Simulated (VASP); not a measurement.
# PtSe2 (Sudovikovite) (P-3m1) in VASP: relaxation of cell and atoms with PBEsol

Aim: the relaxation of cell and atoms of PtSe2 (Sudovikovite) with PBEsol.

All numbers are computed with VASP 6.6.1; they aren't measurements. Logs are shortened: lines on timing, memory, paths and dates and some standing lists are left out, and cuts for length are marked.

### Step 1. The cell of the first run

Symmetry: P-3m1, No. 164, trigonal system. The conventional cell has a = 3.771 Å, b = 3.771 Å, c = 4.823 Å, α = 90.00°, β = 90.00°, γ = 120.00°. Pt (site symmetry -3m) has 6 Se at 2.53 Å within 3.3 Å. Se (site symmetry 3m) has 3 Pt at 2.53 Å and 3 Se at 3.14 Å within 3.3 Å.

### Step 2. Relaxation of cell and atoms, PBEsol

File INCAR:

```
SYSTEM = PtSe2
PREC = Accurate
ENCUT = 600
EDIFF = 1E-6
ISMEAR = 0
SIGMA = 0.1
LREAL = .False.
LASPH = .True.
NELM = 100
ALGO = Normal
ISIF = 3
LWAVE = .False.
LCHARG = .False.
GGA = PS
IBRION = 2
NSW = 70
EDIFFG = -0.005
```

File KPOINTS:

```
Automatic mesh
0
Gamma
  15 15 10
  0 0 0
```

File POSCAR:

```
PtSe2
1.0
    3.7714571397      0.0000000000      0.0000000000
   -1.8857285698      3.2661776923      0.0000000000
    0.0000000000      0.0000000000      4.8233068483
Pt Se
1 2
Direct
    0.0000000000      0.0000000000      0.0000000000
    0.3333333333      0.6666666667      0.2654558733
    0.6666666667      0.3333333333      0.7345441267
```

Potentials or basis: VASP PAW PBE potentials, release 64 (Pt, Se).

Started as:

```console
> cat potpaw_PBE.64/Pt/POTCAR potpaw_PBE.64/Se/POTCAR > POTCAR
> mpirun -np 1 vasp_std > vasp.out
```

OUTCAR:

```text
SYSTEM = PtSe2
   PREC = Accurate
   ENCUT = 600
   EDIFF = 1E-6
   ISMEAR = 0
   LREAL = .False.
   LASPH = .True.
   NELM = 100
   ISIF = 3
   GGA = PS
   IBRION = 2
   NSW = 70
   EDIFFG = -0.005

 ion  position               nearest neighbor table
   1  0.000  0.000  0.000-   2 2.53   3 2.53   3 2.53   2 2.53   3 2.53   2 2.53
   2  0.333  0.667  0.265-   1 2.53   1 2.53   1 2.53
   3  0.667  0.333  0.735-   1 2.53   1 2.53   1 2.53

  LATTYP: Found a hexagonal cell.
 ALAT       =     3.7714571397
 C/A-ratio  =     1.2788974313

  Lattice vectors:

 A1 = (   3.7714571397,   0.0000000000,   0.0000000000)
 A2 = (  -1.8857285698,   3.2661776923,   0.0000000000)
 A3 = (   0.0000000000,   0.0000000000,   4.8233068483)

Analysis of symmetry for initial positions (statically):
=====================================================================
 Subroutine PRICEL returns:
 Original cell was already a primitive cell.

 Routine SETGRP: Setting up the symmetry group for a
 hexagonal supercell.

 Subroutine GETGRP returns: Found 12 space group operations
 (whereof 12 operations were pure point group operations)
 out of a pool of 24 trial point group operations.

The static configuration has the point symmetry D_3d.

Analysis of symmetry for dynamics (positions and initial velocities):
=====================================================================
 Subroutine PRICEL returns:
 Original cell was already a primitive cell.

 Routine SETGRP: Setting up the symmetry group for a
 hexagonal supercell.

 Subroutine GETGRP returns: Found 12 space group operations
 (whereof 12 operations were pure point group operations)
 out of a pool of 24 trial point group operations.

The dynamic configuration has the point symmetry D_3d.

 Subroutine INISYM returns: Found 12 space group operations
 (whereof 12 operations are pure point group operations),
 and found     1 'primitive' translations

----------------------------------------------------------------------------------------

                                     Primitive cell

  volume of cell :      59.4147

  direct lattice vectors                    reciprocal lattice vectors
     3.771457140  0.000000000  0.000000000     0.265149507  0.153084139  0.000000000
    -1.885728570  3.266177692  0.000000000     0.000000000  0.306168278  0.000000000
     0.000000000  0.000000000  4.823306848     0.000000000  0.000000000  0.207326639

  length of vectors
     3.771457140  3.771457140  4.823306848     0.306168278  0.306168278  0.207326639

  position of ions in fractional coordinates (direct lattice)
     0.000000000  0.000000000  0.000000000
     0.333333333  0.666666667  0.265455873
     0.666666667  0.333333333  0.734544127

  ion indices of the primitive-cell ions
   primitive index   ion index
                 1           1
                 2           2
                 3           3

----------------------------------------------------------------------------------------

 KPOINTS: Automatic mesh

Automatic generation of k-mesh.
 Grid dimensions read from file:
 generate k-points for:   15   15   10

 Generating k-lattice:

  Cartesian coordinates                     Fractional coordinates (reciprocal lattice)
     0.017676634  0.010205609  0.000000000     0.066666667  0.000000000  0.000000000
     0.000000000  0.020411219  0.000000000     0.000000000  0.066666667  0.000000000
     0.000000000  0.000000000  0.020732664     0.000000000  0.000000000  0.100000000

  Length of vectors
     0.020411219  0.020411219  0.020732664

  Shift w.r.t. Gamma in fractional coordinates (k-lattice)
     0.000000000  0.000000000  0.000000000

 Subroutine IBZKPT returns following result:
 ===========================================

 Found    238 irreducible k-points:

 Following reciprocal coordinates:
            Coordinates               Weight
  0.000000  0.000000  0.000000      1.000000
  0.066667  0.000000  0.000000      6.000000
  0.133333 -0.000000  0.000000      6.000000
  0.200000  0.000000  0.000000      6.000000
  0.266667 -0.000000  0.000000      6.000000
  0.333333  0.000000  0.000000      6.000000
[... 16 lines left out ...]
  0.333333  0.200000  0.000000     12.000000
  0.400000  0.200000  0.000000      6.000000
 [... further k-points ...]
   k-points           NKPTS =    238   k-points in BZ     NKDIM =    238   number of bands    NBANDS=     15
   number of dos      NEDOS =    301   number of ions     NIONS =      3
   total plane-waves  NPLWV =  36000
   dimension x,y,z NGX =    30 NGY =   30 NGZ =   40
   dimension x,y,z NGXF=    60 NGYF=   60 NGZF=   80
   ions per type =               1   2
   NGX,Y,Z   is equivalent  to a cutoff of  13.22, 13.22, 13.79 a.u.
   NGXF,Y,Z  is equivalent  to a cutoff of  26.45, 26.45, 27.57 a.u.
 SYSTEM =  PtSe2
   PREC   = accura    normal or accurate (medium, high low for compatibility)
   ISTART =      0    job   : 0-new  1-cont  2-samecut
   ICHARG =      2    charge: 1-file 2-atom 10-const
   ISPIN  =      1    spin polarized calculation?
   LNONCOLLINEAR =      F non collinear calculations
   LSORBIT =      F    spin-orbit coupling
   LASPH  =      T    aspherical Exc in radial PAW
   ENCUT  =  600.0 eV  44.10 Ry    6.64 a.u.   7.53  7.53  9.63*2*pi/ulx,y,z
   NELM   =    100;   NELMIN=  2; NELMDL= -5     # of ELM steps
   EDIFF  = 0.1E-05   stopping-criterion for ELM
   LREAL  =      F    real-space projection
   EDIFFG = -.5E-02   stopping-criterion for IOM
   NSW    =     70    number of steps for IOM
   IBRION =      2    ionic relax: 0-MD 1-quasi-New 2-CG
   NFREE  =      1    steps in history (QN), initial steepest desc. (CG)
   ISIF   =      3    stress and relaxation
   ISYM   =      2    0-nonsym 1-usesym 2-fastsym
   POTIM  = 0.5000    time-step for ionic-motion
   TEBEG  =    0.0;   TEEND  =   0.0 temperature during run
   PSTRESS=    0.0 pullay stress
   NELECT =      22.0000    total number of electrons
   NUPDOWN=      -1.0000    fix difference up-down
   EMIN   =  10.00;   EMAX   =-10.00  energy-range for DOS
   EFERMI =   0.00;   METHOD = LEGACY
   ISMEAR =     0;   SIGMA  =   0.10  broadening in eV -4-tet -1-fermi 0-gaus
   EFERMI_NEDOS =   21; number of points for ismear=-14 and -15
   IALGO  =     38    algorithm
   IMIX   =      4    mixing-type and parameters
     AMIX     =   0.40;   BMIX     =  1.00
     AMIX_MAG =   1.60;   BMIX_MAG =  1.00
  volume/ion in A,a.u.               =      19.80       133.65
  Fermi-wavevector in a.u.,A,eV,Ry     =   1.175577  2.221519 18.802998  1.381981
  Thomas-Fermi vector in A             =   2.311955
   LORBIT       =      0    0 simple, 1 ext, 2 COOP (PROOUT), +10 PAW based schemes
   GGA     = PS    functional components
   LHFCALC =     F    Hartree Fock is set to
   AEXX    =    0.0000 exact exchange contribution
   IVDW    =     0    specifies the selected vdW correction
   LEPSILON=     F    determine dielectric tensor
   LRPA    =     F    only Hartree local field effects (RPA)
 conjugate gradient relaxation of ions
 non-spin polarized calculation
 Gauss-broadening in eV      SIGMA  =   0.10
  energy-cutoff  :      600.00
  volume of cell :       59.41
 maximum number of plane-waves:      2008
 NGX is ok and might be reduce to    30
   NGX = 15   NGY = 15   NGZ = 19

--------------------------------------- Ionic step        1  -------------------------------------------

 number of electron      22.0000002 magnetization

 Free energy of the ion-electron system (eV)
  ---------------------------------------------------
  ext. energy  EPLUGINS =         0.00000000
  ---------------------------------------------------
  free energy    TOTEN  =       -15.90301290 eV

  energy without entropy =      -15.89898958  energy(sigma->0) =      -15.90100124

------------------------ aborting loop because EDIFF is reached ----------------------------------------

  FORCE on cell =-STRESS in cart. coord.  units (eV):
  Direction    XX          YY          ZZ          XY          YZ          ZX
  --------------------------------------------------------------------------------------
  -------------------------------------------------------------------------------------
  Total       -0.5010632     -0.5010632     -0.3580927     -0.0000000     -0.0000000      0.0000000
  in kB      -13.5116746    -13.5116746     -9.6563320     -0.0000000     -0.0000000      0.0000000
  external PRESSURE =     -12.2265604 kB  Pullay stress =       0.0000000 kB
[... 281 lines left out ...]
  energy  without entropy=      -15.9035253018  energy(sigma->0) =      -15.90550131

--------------------------------------- Ionic step        9  -------------------------------------------

 number of electron      22.0000003 magnetization

 Free energy of the ion-electron system (eV)
  ---------------------------------------------------
  ext. energy  EPLUGINS =         0.00000000
  ---------------------------------------------------
  free energy    TOTEN  =       -15.90754568 eV

  energy without entropy =      -15.90358505  energy(sigma->0) =      -15.90556536

 E-fermi :   6.5570     XC(G=0): -10.9607

 val. band max:        6.5442815524   @ k =  -0.0667   0.3333   0.3000
 cond. band min:       6.5626939053   @ k =   0.0000   0.0667   0.2000
 fundamental gap:      0.0184123529
 Fermi energy:         6.5569563156

 k-point     1 :       0.0000    0.0000    0.0000
  band No.  band energies     occupation
      1      -9.1503      2.00000
      2      -6.0727      2.00000
      3      -0.6143      2.00000
      4       0.2232      2.00000
      5       0.2232      2.00000
      6       2.7068      2.00000
      7       2.7068      2.00000
      8       4.0864      2.00000
      9       5.5421      2.00000
     10       5.5421      2.00000
     11       7.3071      0.00000
     12       7.7498      0.00000
     13       7.7498      0.00000
     14       9.8292      0.00000
     15      10.6162      0.00000
[... 397 lines left out ...]
 k-point    24 :       0.4000    0.2000    0.0000
  band No.  band energies     occupation
      1      -7.2448      2.00000
      2      -7.0406      2.00000
      3      -0.4814      2.00000
      4       0.6259      2.00000
      5       1.0732      2.00000
      6       1.6716      2.00000
      7       2.1627      2.00000
      8       3.0699      2.00000
      9       3.6714      2.00000
     10       3.9930      2.00000
     11       5.0648      2.00000
     12       6.6829      0.07493
     13       7.3979      0.00000
     14      10.7302      0.00000
     15      13.2935      0.00000

 [... further k-points ...]
[... 5 lines left out ...]
  --------------------------------------------------------------------------------------
  -------------------------------------------------------------------------------------
  Total        0.0024678      0.0024678     -0.0061787      0.0000000     -0.0000000      0.0000000
  in kB        0.0663943      0.0663943     -0.1662323      0.0000000     -0.0000000      0.0000000
  external PRESSURE =      -0.0111479 kB  Pullay stress =       0.0000000 kB
[... 18 lines left out ...]
  FREE ENERGIE OF THE ION-ELECTRON SYSTEM (eV)
  ---------------------------------------------------
  free  energy   TOTEN  =       -15.9075456751 eV

  energy  without entropy=      -15.9035850543  energy(sigma->0) =      -15.90556536

 reached required accuracy - stopping structural energy minimisation
```

Wall time 8 min (1 thread of AMD EPYC 9R45 (Zen 5), shared host); peak memory 0.39 GiB.

What came out:

| Item | Value |
| --- | --- |
| Free energy | -15.9075 eV |
| Relaxed volume | 19.85 Å³/atom |
| Relaxed cell | a = 3.761 Å, b = 3.761 Å, c = 4.862 Å, α = 90.00°, β = 90.00°, γ = 120.00° |
| Space group after relaxing (to 0.05 Å) | P-3m1 (No. 164) |
| Energy gained by relaxing | 1.5 meV/atom |
| Ionic steps | 9 |
| Pressure after relaxing | 0.0 GPa |
| Band gap on the k mesh | zero (band 11 reaches 7.31 eV, above the bottom of band 12 at 6.47 eV) |

The path:
| step | energy change (eV) | largest force (eV/Å) | pressure (GPa) | volume (Å³) |
| --- | --- | --- | --- | --- |
| 1 | 0.0000 | 0.2096 | -1.22 | 59.41 |
| 2 | 0.0037 | 0.1428 | 2.44 | 58.12 |
| 3 | -0.0029 | 0.0729 | 0.18 | 58.89 |
| 4 | -0.0035 | 0.0505 | 0.14 | 59.00 |
| 5 | -0.0040 | 0.0014 | 0.03 | 59.26 |
| 6 | -0.0043 | 0.0015 | 0.01 | 59.36 |
| 7 | -0.0045 | 0.0093 | -0.05 | 59.57 |
| 8 | -0.0045 | 0.0192 | 0.23 | 59.49 |
| 9 | -0.0045 | 0.0018 | 0.00 | 59.55 |

Final structure:
```cif
data_structure
_symmetry_space_group_name_H-M 'P 1'
_symmetry_Int_Tables_number 1
_cell_length_a 3.7609
_cell_length_b 3.7609
_cell_length_c 4.8616
_cell_angle_alpha 90.000
_cell_angle_beta 90.000
_cell_angle_gamma 120.000
_cell_volume 59.55
loop_
_atom_site_label
_atom_site_type_symbol
_atom_site_fract_x
_atom_site_fract_y
_atom_site_fract_z
_atom_site_occupancy
Pt1 Pt 0.00000 0.00000 0.00000 1
Se1 Se 0.33333 0.66667 0.26101 1
Se2 Se 0.66667 0.33333 0.73899 1
```

Caveat: the PAW data sets were made with another functional, which shifts forces and pressure a little; spin-orbit coupling is left out, which moves the levels of the heavy elements.
